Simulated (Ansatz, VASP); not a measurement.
Mo in VASP and in Ansatz

POSCAR

```
Mo
1.0
    4.7077299181      0.0000000000      0.0000000000
   -2.3538649591      4.0770137032      0.0000000000
    0.0000000000      0.0000000000      2.8860431237
Mo
3
Direct
    0.0000000000      0.0000000000      0.0000000000
    0.3333333333      0.6666666667      0.5000000000
    0.6666666667      0.3333333333      0.5000000000
```

File INCAR.step1:

```
SYSTEM = Mo
PREC = Accurate ; ENCUT = 600
ISMEAR = 0 ; SIGMA = 0.1
LREAL = .False. ; LASPH = .True.
NELM = 100 ; GGA = PE
ALGO = Normal ; EDIFF = 1E-4
LWAVE = .True. ; LCHARG = .False.
```

INCAR.step2

```
SYSTEM = Mo
PREC = Accurate ; ENCUT = 600
EDIFF = 1E-6 ; ISMEAR = 0
SIGMA = 0.1 ; LREAL = .False.
LASPH = .True. ; NELM = 100
ALGO = Normal ; ISIF = 3
LWAVE = .False. ; LCHARG = .False.
METAGGA = R2SCAN ; LMIXTAU = .True.
IBRION = 2 ; NSW = 90
EDIFFG = -0.04 ; ISTART = 1
```

The input KPOINTS:

```
Automatic mesh
0
Gamma
  6 6 6
  0 0 0
```

Input for Ansatz:

```yaml
crystal:
  lattice:
    - [4.7077299181, 0.0, 0.0]
    - [-2.3538649591, 4.0770137032, 0.0]
    - [0.0, 0.0, 2.8860431237]
  atoms:
    - { symbol: Mo, position: [0.0, 0.0, 0.0] }
    - { symbol: Mo, position: [0.3333333333, 0.6666666667, 0.5] }
    - { symbol: Mo, position: [0.6666666667, 0.3333333333, 0.5] }
basis:
  ecutwfc: 500
kpoints:
  mp_grid: { grid: [6, 6, 6] }
hamiltonian:
  xc: r2scan
scf:
  occupations: { method: gaussian, width: 0.1 }
  lower_state_search: "off"
output:
  forces: true
  stress: true
  eigenvalues: true
relax:
  adjacent_minimum: "off"
  f_tol: 0.04
  max_steps: 70
  cell: { stress_tol: 0.4 }
```

Alike in both runs: task relaxation of cell and atoms; functional r2SCAN; k mesh 6 × 6 × 6; occupations gaussian, width 0.1 eV; no spin polarisation.

|  | VASP | Ansatz |
| --- | --- | --- |
| version | VASP 6.6.1 | Ansatz 0.2.0 |
| potentials or method | VASP PAW PBE potentials, release 64 (Mo_sv), cutoff 600 eV | scalar-relativistic, plane waves, PAW |
| valence electrons in the cell | 42 | 42 |

Ansatz gave:

| Quantity | Value |
| --- | --- |
| gap on the k mesh at the Fermi level, each at its own relaxed structure (eV) | none |
| relaxed volume (Å³/atom) | 15.87 |
| relaxed cell length with the largest relative difference (Å) | 2.527 |

Estimate VASP's values.

gap on the k mesh at the Fermi level, each at its own relaxed structure (eV): none; relaxed volume (Å³/atom): 15.93; relaxed cell length with the largest relative difference (Å): 2.532.

VASP's potentials were made for PBE, not for r2SCAN. A gap of «none» marks a metal or a gap that the smearing closes.

The k mesh is coarse, so the values compare programs but aren't converged.
